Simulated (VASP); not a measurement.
# Ca (Fm-3m) in VASP: further runs, part 2 of 3

VASP 6.6.1. Earlier steps stand in the parts before.

### 3 Single point, PBE

INCAR

```
  PREC = Accurate
  ENCUT = 520
  EDIFF = 1E-6
  ISMEAR = 0
  SIGMA = 0.01
  LREAL = False
  LASPH = True
  NELM = 60
  ALGO = Fast
  ISIF = 2
  LWAVE = False
  LCHARG = False
  GGA = PE
  NBANDS = 11
```

KPOINTS

```
regular mesh
0
Gamma
  12 12 12
```

POSCAR

```
Ca
1.0
    0.0000000000      2.7614523960      2.7614523960
    2.7614523960      0.0000000000      2.7614523960
    2.7614523960      2.7614523960      0.0000000000
Ca
1
Direct
    0.0000000000      0.0000000000      0.0000000000
```

Potentials or basis: VASP PAW PBE potentials, release 64 (Ca_sv).

Started as:

```console
cat potpaw_PBE.64/Ca_sv/POTCAR > POTCAR
mpirun -np 1 vasp_std > vasp.out
```

OUTCAR:

```text
PREC = Accurate
   ENCUT = 520
   EDIFF = 1E-6
   ISMEAR = 0
   LREAL = False
   LASPH = True
   NELM = 60
   ISIF = 2
   GGA = PE

 ion  position               nearest neighbor table
   1  0.000  0.000  0.000-

  LATTYP: Found a face centered cubic cell.
 ALAT       =     5.5229047920

  Lattice vectors:

 A1 = (   0.0000000000,   2.7614523960,   2.7614523960)
 A2 = (   2.7614523960,   0.0000000000,   2.7614523960)
 A3 = (   2.7614523960,   2.7614523960,   0.0000000000)

Analysis of symmetry for initial positions (statically):
=====================================================================
 Subroutine PRICEL returns:
 Original cell was already a primitive cell.

 Routine SETGRP: Setting up the symmetry group for a
 face centered cubic supercell.

 Subroutine GETGRP returns: Found 48 space group operations
 (whereof 48 operations were pure point group operations)
 out of a pool of 48 trial point group operations.

The static configuration has the point symmetry O_h .

Analysis of symmetry for dynamics (positions and initial velocities):
=====================================================================
 Subroutine PRICEL returns:
 Original cell was already a primitive cell.

 Routine SETGRP: Setting up the symmetry group for a
 face centered cubic supercell.

 Subroutine GETGRP returns: Found 48 space group operations
 (whereof 48 operations were pure point group operations)
 out of a pool of 48 trial point group operations.

The dynamic configuration has the point symmetry O_h .

 Subroutine INISYM returns: Found 48 space group operations
 (whereof 48 operations are pure point group operations),
 and found     1 'primitive' translations

----------------------------------------------------------------------------------------

                                     Primitive cell

  volume of cell :      42.1156

  direct lattice vectors                    reciprocal lattice vectors
     0.000000000  2.761452396  2.761452396    -0.181064139  0.181064139  0.181064139
     2.761452396  0.000000000  2.761452396     0.181064139 -0.181064139  0.181064139
     2.761452396  2.761452396  0.000000000     0.181064139  0.181064139 -0.181064139

  length of vectors
     3.905283430  3.905283430  3.905283430     0.313612288  0.313612288  0.313612288

  position of ions in fractional coordinates (direct lattice)
     0.000000000  0.000000000  0.000000000

  ion indices of the primitive-cell ions
   primitive index   ion index
                 1           1

----------------------------------------------------------------------------------------

 KPOINTS: regular mesh

Automatic generation of k-mesh.
 Grid dimensions read from file:
 generate k-points for:   12   12   12

 Generating k-lattice:

  Cartesian coordinates                     Fractional coordinates (reciprocal lattice)
    -0.015088678  0.015088678  0.015088678     0.083333333  0.000000000  0.000000000
     0.015088678 -0.015088678  0.015088678     0.000000000  0.083333333  0.000000000
     0.015088678  0.015088678 -0.015088678     0.000000000  0.000000000  0.083333333

  Length of vectors
     0.026134357  0.026134357  0.026134357

  Shift w.r.t. Gamma in fractional coordinates (k-lattice)
     0.000000000  0.000000000  0.000000000

 Subroutine IBZKPT returns following result:
 ===========================================

 Found     72 irreducible k-points:

 Following reciprocal coordinates:
            Coordinates               Weight
  0.000000  0.000000  0.000000      1.000000
  0.083333  0.000000  0.000000      8.000000
  0.166667  0.000000  0.000000      8.000000
  0.250000  0.000000  0.000000      8.000000
  0.333333  0.000000  0.000000      8.000000
  0.416667  0.000000  0.000000      8.000000
[... 16 lines left out ...]
  0.500000  0.166667  0.000000     24.000000
 -0.416667  0.166667  0.000000     24.000000
 [... further k-points ...]
   k-points           NKPTS =     72   k-points in BZ     NKDIM =     72   number of bands    NBANDS=     11
   number of dos      NEDOS =    301   number of ions     NIONS =      1
   total plane-waves  NPLWV =  27000
   dimension x,y,z NGX =    30 NGY =   30 NGZ =   30
   dimension x,y,z NGXF=    60 NGYF=   60 NGZF=   60
   ions per type =               1
   NGX,Y,Z   is equivalent  to a cutoff of  12.77, 12.77, 12.77 a.u.
   NGXF,Y,Z  is equivalent  to a cutoff of  25.54, 25.54, 25.54 a.u.
 SYSTEM =  unknown system
   PREC   = accura    normal or accurate (medium, high low for compatibility)
   ISTART =      0    job   : 0-new  1-cont  2-samecut
   ICHARG =      2    charge: 1-file 2-atom 10-const
   ISPIN  =      1    spin polarized calculation?
   LNONCOLLINEAR =      F non collinear calculations
   LSORBIT =      F    spin-orbit coupling
   LASPH  =      T    aspherical Exc in radial PAW
   ENCUT  =  520.0 eV  38.22 Ry    6.18 a.u.   7.26  7.26  7.26*2*pi/ulx,y,z
   NELM   =     60;   NELMIN=  2; NELMDL= -5     # of ELM steps
   EDIFF  = 0.1E-05   stopping-criterion for ELM
   LREAL  =      F    real-space projection
   EDIFFG = 0.1E-04   stopping-criterion for IOM
   NSW    =      0    number of steps for IOM
   IBRION =     -1    ionic relax: 0-MD 1-quasi-New 2-CG
   NFREE  =      0    steps in history (QN), initial steepest desc. (CG)
   ISIF   =      2    stress and relaxation
   ISYM   =      2    0-nonsym 1-usesym 2-fastsym
   POTIM  = 0.5000    time-step for ionic-motion
   TEBEG  =    0.0;   TEEND  =   0.0 temperature during run
   PSTRESS=    0.0 pullay stress
   NELECT =      10.0000    total number of electrons
   NUPDOWN=      -1.0000    fix difference up-down
   EMIN   =  10.00;   EMAX   =-10.00  energy-range for DOS
   EFERMI =   0.00;   METHOD = LEGACY
   ISMEAR =     0;   SIGMA  =   0.01  broadening in eV -4-tet -1-fermi 0-gaus
   EFERMI_NEDOS =   21; number of points for ismear=-14 and -15
   IALGO  =     68    algorithm
   IMIX   =      4    mixing-type and parameters
     AMIX     =   0.40;   BMIX     =  1.00
     AMIX_MAG =   1.60;   BMIX_MAG =  1.00
  volume/ion in A,a.u.               =      42.12       284.21
  Fermi-wavevector in a.u.,A,eV,Ry     =   1.013742  1.915694 13.982327  1.027672
  Thomas-Fermi vector in A             =   2.146928
   LORBIT       =      0    0 simple, 1 ext, 2 COOP (PROOUT), +10 PAW based schemes
   GGA     = PE    functional components
   LHFCALC =     F    Hartree Fock is set to
   AEXX    =    0.0000 exact exchange contribution
   IVDW    =     0    specifies the selected vdW correction
   LEPSILON=     F    determine dielectric tensor
   LRPA    =     F    only Hartree local field effects (RPA)
 non-spin polarized calculation
 RMM-DIIS sequential band-by-band and
 Gauss-broadening in eV      SIGMA  =   0.01
  energy-cutoff  :      520.00
  volume of cell :       42.12
 maximum number of plane-waves:      1158
 NGX is ok and might be reduce to    30
   NGX = 15   NGY = 15   NGZ = 15

 number of electron      10.0000001 magnetization

 Free energy of the ion-electron system (eV)
  ---------------------------------------------------
  ext. energy  EPLUGINS =         0.00000000
  ---------------------------------------------------
  free energy    TOTEN  =        -1.92736554 eV

  energy without entropy =       -1.92723221  energy(sigma->0) =       -1.92729888

 E-fermi :   1.9710     XC(G=0):  -7.7428

 val. band max:        1.9660294033   @ k =  -0.4167   0.1667   0.0000
 cond. band min:       1.9741405042   @ k =  -0.3333   0.3333   0.1667
 fundamental gap:      0.0081111009
 Fermi energy:         1.9709765217

 k-point     1 :       0.0000    0.0000    0.0000
  band No.  band energies     occupation
      1     -40.0508      2.00000
      2     -20.9671      2.00000
      3     -20.9671      2.00000
      4     -20.9671      2.00000
      5      -2.0619      2.00000
      6       4.3046      0.00000
      7       4.3046      0.00000
      8       4.3046      0.00000
      9       5.3766      0.00000
     10       5.3766      0.00000
     11      11.0941      0.00000
[... 309 lines left out ...]
 k-point    24 :      -0.4167    0.1667    0.0000
  band No.  band energies     occupation
      1     -40.0357      2.00000
      2     -21.0932      2.00000
      3     -21.0114      2.00000
      4     -20.9915      2.00000
      5       1.2703      2.00000
      6       1.9660      1.51584
      7       3.7032      0.00000
      8       4.4662      0.00000
      9       5.9052      0.00000
     10       6.3014      0.00000
     11       7.0886      0.00000

 [... further k-points ...]

------------------------ aborting loop because EDIFF is reached ----------------------------------------

  FORCE on cell =-STRESS in cart. coord.  units (eV):
  Direction    XX          YY          ZZ          XY          YZ          ZX
  --------------------------------------------------------------------------------------
  -------------------------------------------------------------------------------------
  Total        0.0156849      0.0156849      0.0156849      0.0000000      0.0000000      0.0000000
  in kB        0.5966931      0.5966931      0.5966931      0.0000000      0.0000000      0.0000000
  external PRESSURE =       0.5966931 kB  Pullay stress =       0.0000000 kB

 VOLUME and BASIS-vectors are now :
 -----------------------------------------------------------------------------
  energy-cutoff  :      520.00
  volume of cell :       42.12
      direct lattice vectors                 reciprocal lattice vectors
     0.000000000  2.761452396  2.761452396    -0.181064139  0.181064139  0.181064139
     2.761452396  0.000000000  2.761452396     0.181064139 -0.181064139  0.181064139
     2.761452396  2.761452396  0.000000000     0.181064139  0.181064139 -0.181064139

 POSITION                                       TOTAL-FORCE (eV/Angst)
 -----------------------------------------------------------------------------------
      0.00000      0.00000      0.00000        -0.000000      0.000000     -0.000000
 -----------------------------------------------------------------------------------
    total drift:                               -0.000000     -0.000000      0.000000

  FREE ENERGIE OF THE ION-ELECTRON SYSTEM (eV)
  ---------------------------------------------------
  free  energy   TOTEN  =        -1.9273655429 eV

  energy  without entropy=       -1.9272322090  energy(sigma->0) =       -1.92729888
```

OSZICAR:

```text
N       E                     dE             d eps       ncg     rms          rms(c)
DAV:   1     0.654938627367E+02    0.65494E+02   -0.50086E+03  1584   0.823E+02
DAV:   2    -0.286803790983E+00   -0.65781E+02   -0.65194E+02  1746   0.207E+02
DAV:   3    -0.187552449018E+01   -0.15887E+01   -0.15719E+01  2417   0.305E+01
DAV:   4    -0.193585236858E+01   -0.60328E-01   -0.60170E-01  1981   0.466E+00
DAV:   5    -0.193763404304E+01   -0.17817E-02   -0.17815E-02  2294   0.626E-01    0.220E+00
RMM:   6    -0.192988641187E+01    0.77476E-02   -0.89331E-03  1662   0.106E+00    0.137E+00
RMM:   7    -0.192753987012E+01    0.23465E-02   -0.20521E-02  1834   0.181E+00    0.112E-01
RMM:   8    -0.192721831246E+01    0.32156E-03   -0.48788E-03  1861   0.828E-01    0.288E-02
RMM:   9    -0.192732671431E+01   -0.10840E-03   -0.13042E-03  2231   0.395E-01    0.262E-02
RMM:  10    -0.192735733025E+01   -0.30616E-04   -0.22551E-04  2369   0.144E-01    0.123E-02
RMM:  11    -0.192736427387E+01   -0.69436E-05   -0.67635E-05  2432   0.632E-02    0.143E-02
RMM:  12    -0.192736715232E+01   -0.28785E-05   -0.82838E-06  2161   0.283E-02    0.123E-02
RMM:  13    -0.192736517040E+01    0.19819E-05   -0.54124E-06  1803   0.158E-02    0.157E-03
RMM:  14    -0.192736554294E+01   -0.37255E-06   -0.14888E-06  1401   0.759E-03
   1 F= -.19273655E+01 E0= -.19272989E+01  d E =-.133334E-03
```

It took 36 s on 1 thread of Intel Xeon Platinum 8259CL at 2.50GHz (Skylake/Cascade Lake), shared host; peak memory 0.18 GiB.

What came out:

```
Free energy            : -1.9274 eV
Pressure               : 0.1 GPa
Band gap on the k mesh : zero (band 5 reaches 2.16 eV, above the bottom of band 6 at 1.81 eV)
```

Levels at points of the mesh, in eV from the Fermi level:
| k point | band 3 | band 4 | band 5 | band 6 | band 7 | band 8 |
| --- | --- | --- | --- | --- | --- | --- |
| (0.00, 0.00, 0.00) | -22.94 | -22.94 | -4.03 | 2.33 | 2.33 | 2.33 |
| (0.50, 0.00, 0.00) | -22.96 | -22.96 | -0.99 | -0.16 | 2.22 | 2.22 |
| (0.50, 0.50, 0.00) | -22.99 | -22.99 | -0.46 | 0.57 | 0.97 | 4.09 |

(Continued in part 3 of 3.)
